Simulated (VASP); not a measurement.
**TaOF: relaxation of cell and atoms with PBE**

Crystal: TaOF.

```xyz
3
Lattice="2.9290 0.0000 0.0000 0.0000 2.9290 0.0000 0.0000 0.0000 4.0267" Properties=species:S:1:pos:R:3 pbc="T T T"
Ta    0.0000    0.0000    0.0000
O     1.4645    1.4645    0.0000
F     0.0000    0.0000    2.0134
```

The cell was generated, and may not be a known phase.

- Program: VASP 6.6.1
- Task: relaxation of cell and atoms
- Functional: PBE
- Potentials or basis: VASP PAW PBE potentials, release 64 (Ta_pv, O, F)
- Cutoff: 600 eV
- k mesh: 6 × 6 × 4
- Occupations: gaussian, width 0.1 eV
- Spin: no spin polarisation
- Dipole correction: no
- Further INCAR settings: ALGO = Normal; EDIFF = 1e-06; IBRION = 2; EDIFFG = -0.04; NSW = 90; ISIF = 3

```
Relaxed volume                        : 12.44 Å³/atom
Relaxed cell                          : a = 2.987 Å, b = 2.987 Å, c = 4.185 Å, α = 90.00°, β = 90.00°, γ = 90.00°
Space group after relaxing (to 0.1 Å) : P4/mmm (No. 123)
Energy gained by relaxing             : 57.3 meV/atom
Ionic steps                           : 7
Pressure after relaxing               : 0.3 GPa
Band gap on the k mesh                : zero (bands 12 and 13 overlap by 3.54 eV)
```

Stress tensor (GPa, compression positive):
```
0.25 0.00 0.00
0.00 0.25 0.00
0.00 0.00 0.37
```

Step by step:
```tsv
step	energy change (eV)	largest force (eV/Å)	pressure (GPa)	volume (Å³)
1	0.0000	0.0000	19.19	34.55
2	0.1085	0.0000	-17.49	41.89
3	-0.1711	0.0000	-0.74	37.51
4	-0.1712	0.0000	-0.34	37.44
5	-0.1712	0.0000	-0.02	37.38
6	-0.1715	0.0000	0.51	37.30
7	-0.1718	0.0000	0.29	37.33
```

Final structure:
```
Ta O F
1.0
     2.98669    0.00000    0.00000
     0.00000    2.98669    0.00000
     0.00000    0.00000    4.18519
Ta O F
1 1 1
Direct
  0.00000 0.00000 0.00000
  0.50000 0.50000 0.00000
  0.00000 0.00000 0.50000
```

Levels at points of the mesh, in eV from the Fermi level:
| k point | band 10 | band 11 | band 12 | band 13 | band 14 | band 15 |
| --- | --- | --- | --- | --- | --- | --- |
| (0.00, 0.00, 0.00) | -6.34 | -6.21 | -4.52 | 0.29 | 0.59 | 0.59 |
| (0.50, 0.00, 0.00) | -7.56 | -6.87 | 0.63 | 1.07 | 1.10 | 2.37 |
| (0.50, 0.50, 0.00) | -6.89 | -6.03 | -2.18 | -2.18 | 2.32 | 3.14 |
| (0.00, 0.00, 0.50) | -6.46 | -6.46 | -4.47 | 1.23 | 1.37 | 1.49 |
| (0.50, 0.00, 0.50) | -7.15 | -6.01 | 1.35 | 1.44 | 1.91 | 5.68 |
| (0.50, 0.50, 0.50) | -7.31 | -6.22 | -0.73 | -0.73 | 3.25 | 3.85 |

It took 65 s on 1 thread of Oxide Virtual Turin-like Processor, on a shared host, peak memory 0.14 GiB.

Caveat: the k points lie up to 0.38 Å⁻¹ apart in the final cell, too coarse for converged energies and pressures of a metal; spin-orbit coupling is left out, which moves the levels of the heavy elements.
